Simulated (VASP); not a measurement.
# Li2O (d3) (Fm-3m) in VASP: notebook

Li2O (d3) is run at these levels: PBE+D3(BJ); tasks: single point, relaxation of cell and atoms.

Program: VASP 6.6.1. These are calculated values, not measurements. Logs are shortened: lines on timing, memory, paths and dates and some standing lists are left out, and cuts for length are marked.

## Step 1: The cell of the first run

Symmetry: Fm-3m, No. 225, cubic system. Conventional cell: a = 4.627 Å, b = 4.627 Å, c = 4.627 Å, α = 90.00°, β = 90.00°, γ = 90.00°. Within 2.7 Å of Li (site symmetry -43m) lie 4 O at 2.00 Å and 6 Li at 2.31 Å. O (site symmetry m-3m) has 8 Li at 2.00 Å within 2.7 Å.

## Step 2: Single point, PBE+D3(BJ)

INCAR

```
SYSTEM = Li2O
PREC = Accurate
ENCUT = 750
EDIFF = 1E-6
ISMEAR = 0
SIGMA = 0.1
LREAL = .FALSE.
LASPH = .TRUE.
NELM = 120
ALGO = Normal
ISIF = 2
LWAVE = .FALSE.
LCHARG = .FALSE.
GGA = PE
IVDW = 12
NBANDS = 13
GGA_COMPAT = .FALSE.
```

KPOINTS

```
regular mesh
0
G
  6 6 6
  0 0 0
```

POSCAR

```
Li2O
1.0
    0.0000000000      2.3135000000      2.3135000000
    2.3135000000      0.0000000000      2.3135000000
    2.3135000000      2.3135000000      0.0000000000
Li O
2 1
Direct
    0.2500000000      0.2500000000      0.2500000000
    0.7500000000      0.7500000000      0.7500000000
    0.0000000000      0.0000000000      0.0000000000
```

Potentials or basis: VASP PAW PBE potentials, release 64 (Li_sv, O).

On the command line:

```
cat potpaw_PBE.64/Li_sv/POTCAR potpaw_PBE.64/O/POTCAR > POTCAR
mpirun -np 1 vasp_std > vasp.out
```

OUTCAR:

```text
SYSTEM = Li2O
   PREC = Accurate
   ENCUT = 750
   EDIFF = 1E-6
   ISMEAR = 0
   LREAL = .FALSE.
   LASPH = .TRUE.
   NELM = 120
   ISIF = 2
   GGA = PE
   IVDW = 12
 IVDW          = 12

 ion  position               nearest neighbor table
   1  0.250  0.250  0.250-   3 2.00   3 2.00   3 2.00   3 2.00   2 2.31   2 2.31   2 2.31   2 2.31
                             2 2.31   2 2.31
   2  0.750  0.750  0.750-   3 2.00   3 2.00   3 2.00   3 2.00   1 2.31   1 2.31   1 2.31   1 2.31
                             1 2.31   1 2.31
   3  0.000  0.000  0.000-   2 2.00   2 2.00   2 2.00   1 2.00   2 2.00   1 2.00   1 2.00   1 2.00

  LATTYP: Found a face centered cubic cell.
 ALAT       =     4.6270000000

  Lattice vectors:

 A1 = (   0.0000000000,   2.3135000000,   2.3135000000)
 A2 = (   2.3135000000,   0.0000000000,   2.3135000000)
 A3 = (   2.3135000000,   2.3135000000,   0.0000000000)

Analysis of symmetry for initial positions (statically):
=====================================================================
 Subroutine PRICEL returns:
 Original cell was already a primitive cell.

 Routine SETGRP: Setting up the symmetry group for a
 face centered cubic supercell.

 Subroutine GETGRP returns: Found 48 space group operations
 (whereof 48 operations were pure point group operations)
 out of a pool of 48 trial point group operations.

The static configuration has the point symmetry O_h .

Analysis of symmetry for dynamics (positions and initial velocities):
=====================================================================
 Subroutine PRICEL returns:
 Original cell was already a primitive cell.

 Routine SETGRP: Setting up the symmetry group for a
 face centered cubic supercell.

 Subroutine GETGRP returns: Found 48 space group operations
 (whereof 48 operations were pure point group operations)
 out of a pool of 48 trial point group operations.

The dynamic configuration has the point symmetry O_h .

 Subroutine INISYM returns: Found 48 space group operations
 (whereof 48 operations are pure point group operations),
 and found     1 'primitive' translations

----------------------------------------------------------------------------------------

                                     Primitive cell

  volume of cell :      24.7650

  direct lattice vectors                    reciprocal lattice vectors
     0.000000000  2.313500000  2.313500000    -0.216122758  0.216122758  0.216122758
     2.313500000  0.000000000  2.313500000     0.216122758 -0.216122758  0.216122758
     2.313500000  2.313500000  0.000000000     0.216122758  0.216122758 -0.216122758

  length of vectors
     3.271783077  3.271783077  3.271783077     0.374335597  0.374335597  0.374335597

  position of ions in fractional coordinates (direct lattice)
     0.250000000  0.250000000  0.250000000
     0.750000000  0.750000000  0.750000000
     0.000000000  0.000000000  0.000000000

  ion indices of the primitive-cell ions
   primitive index   ion index
                 1           1
                 2           2
                 3           3

----------------------------------------------------------------------------------------

 KPOINTS: regular mesh

Automatic generation of k-mesh.
 Grid dimensions read from file:
 generate k-points for:    6    6    6

 Generating k-lattice:

  Cartesian coordinates                     Fractional coordinates (reciprocal lattice)
    -0.036020460  0.036020460  0.036020460     0.166666667  0.000000000  0.000000000
     0.036020460 -0.036020460  0.036020460     0.000000000  0.166666667  0.000000000
     0.036020460  0.036020460 -0.036020460     0.000000000  0.000000000  0.166666667

  Length of vectors
     0.062389266  0.062389266  0.062389266

  Shift w.r.t. Gamma in fractional coordinates (k-lattice)
     0.000000000  0.000000000  0.000000000

 Subroutine IBZKPT returns following result:
 ===========================================

 Found     16 irreducible k-points:

 Following reciprocal coordinates:
            Coordinates               Weight
  0.000000  0.000000  0.000000      1.000000
  0.166667  0.000000  0.000000      8.000000
  0.333333  0.000000  0.000000      8.000000
  0.500000  0.000000  0.000000      4.000000
  0.166667  0.166667  0.000000      6.000000
  0.333333  0.166667  0.000000     24.000000
[... 8 lines left out ...]
 -0.333333  0.333333  0.166667     24.000000
 -0.333333  0.500000  0.166667     12.000000
   k-points           NKPTS =     16   k-points in BZ     NKDIM =     16   number of bands    NBANDS=     13
   number of dos      NEDOS =    301   number of ions     NIONS =      3
   total plane-waves  NPLWV =  27000
   dimension x,y,z NGX =    30 NGY =   30 NGZ =   30
   dimension x,y,z NGXF=    60 NGYF=   60 NGZF=   60
   ions per type =               2   1
   NGX,Y,Z   is equivalent  to a cutoff of  15.24, 15.24, 15.24 a.u.
   NGXF,Y,Z  is equivalent  to a cutoff of  30.49, 30.49, 30.49 a.u.
 SYSTEM =  Li2O
   PREC   = accura    normal or accurate (medium, high low for compatibility)
   ISTART =      0    job   : 0-new  1-cont  2-samecut
   ICHARG =      2    charge: 1-file 2-atom 10-const
   ISPIN  =      1    spin polarized calculation?
   LNONCOLLINEAR =      F non collinear calculations
   LSORBIT =      F    spin-orbit coupling
   LASPH  =      T    aspherical Exc in radial PAW
   ENCUT  =  750.0 eV  55.12 Ry    7.42 a.u.   7.31  7.31  7.31*2*pi/ulx,y,z
   NELM   =    120;   NELMIN=  2; NELMDL= -5     # of ELM steps
   EDIFF  = 0.1E-05   stopping-criterion for ELM
   LREAL  =      F    real-space projection
   EDIFFG = 0.1E-04   stopping-criterion for IOM
   NSW    =      0    number of steps for IOM
   IBRION =     -1    ionic relax: 0-MD 1-quasi-New 2-CG
   NFREE  =      0    steps in history (QN), initial steepest desc. (CG)
   ISIF   =      2    stress and relaxation
   ISYM   =      2    0-nonsym 1-usesym 2-fastsym
   POTIM  = 0.5000    time-step for ionic-motion
   TEBEG  =    0.0;   TEEND  =   0.0 temperature during run
   PSTRESS=    0.0 pullay stress
   NELECT =      12.0000    total number of electrons
   NUPDOWN=      -1.0000    fix difference up-down
   EMIN   =  10.00;   EMAX   =-10.00  energy-range for DOS
   EFERMI =   0.00;   METHOD = LEGACY
   ISMEAR =     0;   SIGMA  =   0.10  broadening in eV -4-tet -1-fermi 0-gaus
   EFERMI_NEDOS =   21; number of points for ismear=-14 and -15
   IALGO  =     38    algorithm
   IMIX   =      4    mixing-type and parameters
     AMIX     =   0.40;   BMIX     =  1.00
     AMIX_MAG =   1.60;   BMIX_MAG =  1.00
  volume/ion in A,a.u.               =       8.26        55.71
  Fermi-wavevector in a.u.,A,eV,Ry     =   1.285846  2.429897 22.495884  1.653401
  Thomas-Fermi vector in A             =   2.417956
   LORBIT       =      0    0 simple, 1 ext, 2 COOP (PROOUT), +10 PAW based schemes
   GGA     = PE    functional components
   LHFCALC =     F    Hartree Fock is set to
   AEXX    =    0.0000 exact exchange contribution
   IVDW    =    12    specifies the selected vdW correction
   LEPSILON=     F    determine dielectric tensor
   LRPA    =     F    only Hartree local field effects (RPA)
 non-spin polarized calculation
 Gauss-broadening in eV      SIGMA  =   0.10
  energy-cutoff  :      750.00
  volume of cell :       24.77
 maximum number of plane-waves:      1173
 NGX is ok and might be reduce to    30
   NGX = 15   NGY = 15   NGZ = 15

 number of electron      11.9999999 magnetization

 Free energy of the ion-electron system (eV)
  ---------------------------------------------------
  ext. energy  EPLUGINS =         0.00000000
  ---------------------------------------------------
  free energy    TOTEN  =       -14.35604539 eV

  energy without entropy =      -14.35604539  energy(sigma->0) =      -14.35604539

 E-fermi :   1.8621     XC(G=0):  -9.7320

 val. band max:        1.3083093595   @ k =   0.0000   0.0000   0.0000
 cond. band min:       6.2776399835   @ k =   0.5000   0.5000   0.0000
 fundamental gap:      4.9693306240
 Fermi energy:         1.8620540708

 k-point     1 :       0.0000    0.0000    0.0000
  band No.  band energies     occupation
      1     -41.6841      2.00000
      2     -41.3596      2.00000
      3     -14.1324      2.00000
      4       1.3083      2.00000
      5       1.3083      2.00000
      6       1.3083      2.00000
      7       6.5393      0.00000
      8      13.2179      0.00000
      9      13.2179      0.00000
     10      13.2179      0.00000
     11      20.2582      0.00000
     12      20.2582      0.00000
     13      20.2582      0.00000

 k-point     2 :       0.1667    0.0000    0.0000
  band No.  band energies     occupation
      1     -41.6591      2.00000
      2     -41.3784      2.00000
      3     -14.0802      2.00000
      4       0.4716      2.00000
      5       1.1876      2.00000
      6       1.1876      2.00000
      7       7.2448      0.00000
      8      13.2046      0.00000
      9      13.5508      0.00000
     10      13.5508      0.00000
     11      18.4737      0.00000
     12      18.4737      0.00000
     13      21.1250      0.00000

 k-point     3 :       0.3333    0.0000    0.0000
  band No.  band energies     occupation
      1     -41.5932      2.00000
      2     -41.4316      2.00000
      3     -13.9674      2.00000
      4      -0.8714      2.00000
      5       0.9672      2.00000
      6       0.9672      2.00000
      7       8.8091      0.00000
      8      12.5080      0.00000
      9      13.5990      0.00000
     10      13.5990      0.00000
     11      18.3011      0.00000
     12      18.3011      0.00000
     13      22.9666      0.00000
[... 177 lines left out ...]
 k-point    15 :      -0.3333    0.3333    0.1667
  band No.  band energies     occupation
      1     -41.5058      2.00000
      2     -41.5055      2.00000
      3     -13.8620      2.00000
      4      -0.9177      2.00000
      5       0.0594      2.00000
      6       0.2644      2.00000
      7       8.8219      0.00000
      8      11.6278      0.00000
      9      14.8727      0.00000
     10      15.0652      0.00000
     11      18.9166      0.00000
     12      19.2601      0.00000
     13      24.2976      0.00000

 k-point    16 :      -0.3333    0.5000    0.1667
  band No.  band energies     occupation
      1     -41.5308      2.00000
      2     -41.4779      2.00000
      3     -13.8501      2.00000
      4      -0.4006      2.00000
      5      -0.2312      2.00000
      6      -0.1188      2.00000
      7       7.7282      0.00000
      8      12.6076      0.00000
      9      15.0713      0.00000
     10      15.6475      0.00000
     11      18.0720      0.00000
     12      21.2297      0.00000
     13      23.2248      0.00000

------------------------ aborting loop because EDIFF is reached ----------------------------------------

 Edisp (eV)   -0.78865

 E8    (eV) :    -0.3069

  FORCE on cell =-STRESS in cart. coord.  units (eV):
  Direction    XX          YY          ZZ          XY          YZ          ZX
  --------------------------------------------------------------------------------------
  -------------------------------------------------------------------------------------
  Total      -0.87087    -0.87087    -0.87087     0.00000     0.00000     0.00000
  in kB     -56.34095   -56.34095   -56.34095     0.00000     0.00000     0.00000
  external pressure =      -56.34 kB  Pullay stress =        0.00 kB

 VOLUME and BASIS-vectors are now :
 -----------------------------------------------------------------------------
  energy-cutoff  :      750.00
  volume of cell :       24.77
      direct lattice vectors                 reciprocal lattice vectors
     0.000000000  2.313500000  2.313500000    -0.216122758  0.216122758  0.216122758
     2.313500000  0.000000000  2.313500000     0.216122758 -0.216122758  0.216122758
     2.313500000  2.313500000  0.000000000     0.216122758  0.216122758 -0.216122758

 POSITION                                       TOTAL-FORCE (eV/Angst)
 -----------------------------------------------------------------------------------
      1.15675      1.15675      1.15675         0.000000      0.000000     -0.000000
      3.47025      3.47025      3.47025        -0.000000     -0.000000      0.000000
      0.00000      0.00000      0.00000         0.000000      0.000000      0.000000
 -----------------------------------------------------------------------------------
    total drift:                                0.000000     -0.000000      0.000000

  FREE ENERGIE OF THE ION-ELECTRON SYSTEM (eV)
  ---------------------------------------------------
  free  energy   TOTEN  =       -15.1446950805 eV

  energy  without entropy=      -15.1446950805  energy(sigma->0) =      -15.14469508
```

Run time: 5.4 s. Hardware: 1 thread of Intel Xeon 6975P-C (Granite Rapids), shared host; peak memory 0.17 GiB.

What came out:

| Property | Result |
| --- | --- |
| Free energy | -15.1447 eV |
| Pressure | -5.6 GPa |
| Band gap on the k mesh | 4.97 eV, indirect (least direct gap 5.23 eV) |
| Dispersion energy per atom | -0.263 eV |

[end of part 1 of 2]
